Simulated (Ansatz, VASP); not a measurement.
# BaZrO3 in VASP and in Ansatz

INCAR

```
SYSTEM = BaZrO3
  PREC = Accurate
  ENCUT = 520
  EDIFF = 1E-7
  ISMEAR = 0
  SIGMA = 0.02
  LREAL = .False.
  LASPH = .True.
  NELM = 100
  ALGO = Normal
  ISIF = 2
  LWAVE = .False.
  LCHARG = .False.
  GGA = PE
  NBANDS = 28
```

The input KPOINTS:

```
regular mesh
0
Gamma
  6 6 6
  0 0 0
```

Contents of POSCAR:

```
BaZrO3
1.0
    4.4170183569      0.0000000000      0.0000000000
    0.0000000000      4.4170183569      0.0000000000
    0.0000000000      0.0000000000      4.4170183569
Ba Zr O
1 1 3
Direct
    0.0000000000      0.0000000000      0.0000000000
    0.5000000000      0.5000000000      0.5000000000
    0.5000000000      0.0000000000      0.5000000000
    0.5000000000      0.5000000000      0.0000000000
    0.0000000000      0.5000000000      0.5000000000
```

Input for Ansatz:

```yaml
crystal:
  lattice:
    - [4.4170183569, 0.0, 0.0]
    - [0.0, 4.4170183569, 0.0]
    - [0.0, 0.0, 4.4170183569]
  atoms:
    - { symbol: Ba, position: [0.0, 0.0, 0.0] }
    - { symbol: Zr, position: [0.5, 0.5, 0.5] }
    - { symbol: O, position: [0.5, 0.0, 0.5] }
    - { symbol: O, position: [0.5, 0.5, 0.0] }
    - { symbol: O, position: [0.0, 0.5, 0.5] }
basis:
  ecutwfc: 420
kpoints:
  mp_grid: { grid: [6, 6, 6] }
hamiltonian:
  xc: pbe
scf:
  occupations: { method: gaussian, width: 0.02 }
output:
  forces: true
  stress: true
  eigenvalues: true
```

Change from the starting cell: equal strain along all axes, cell held, atoms relaxed: +4.5 %.

Alike in both runs: task single point; functional PBE; k mesh 6 × 6 × 6; occupations gaussian, width 0.02 eV; no spin polarisation.

|  | VASP | Ansatz |
| --- | --- | --- |
| version | VASP 6.6.1 | Ansatz 0.2.0 |
| potentials or method | VASP PAW PBE potentials, release 64 (Ba_sv, Zr_sv, O), cutoff 520 eV | scalar-relativistic, plane waves, PAW |
| valence electrons in the cell | 40 | 40 |

|  | VASP | Ansatz | Ansatz less VASP |
| --- | --- | --- | --- |
| gap on the k mesh at the Fermi level (eV) | 2.81 | 2.84 | +0.033 |
| least direct gap on the mesh (eV) | 3.15 | 3.16 | +0.015 |
| pressure (GPa) | -14.2 | -14.7 | -0.53 |

Neither program's run includes spin-orbit coupling.
